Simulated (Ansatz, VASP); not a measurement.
**Nb: VASP beside Ansatz**

```
Nb
1.0
    -1.66395    1.66395    1.66395
     1.66395   -1.66395    1.66395
     1.66395    1.66395   -1.66395
Nb
1
Direct
  0.00000 0.00000 0.00000
```

Alike in both runs: task relaxation of cell and atoms; functional PBE; dispersion D3(BJ); k mesh 8 × 8 × 8; occupations gaussian, width 0.1 eV; no spin polarisation.

```csv
,VASP,Ansatz
version,VASP 6.6.1,Ansatz 0.2.0
potentials or method,"VASP PAW PBE potentials, release 64 (Nb_sv), cutoff 500 eV","scalar-relativistic, plane waves, PAW"
valence electrons in the cell,13,13
```

VASP gave:

- gap on the k mesh at the Fermi level, each at its own relaxed structure (eV): none
- relaxed volume (Å³/atom): 17.49
- relaxed cell length with the largest relative difference (Å): 2.833

Problem. Estimate Ansatz's values.

Solution. gap on the k mesh at the Fermi level, each at its own relaxed structure (eV): none; relaxed volume (Å³/atom): 17.49; relaxed cell length with the largest relative difference (Å): 2.832.

A gap of «none» marks a metal or a gap that the smearing closes.
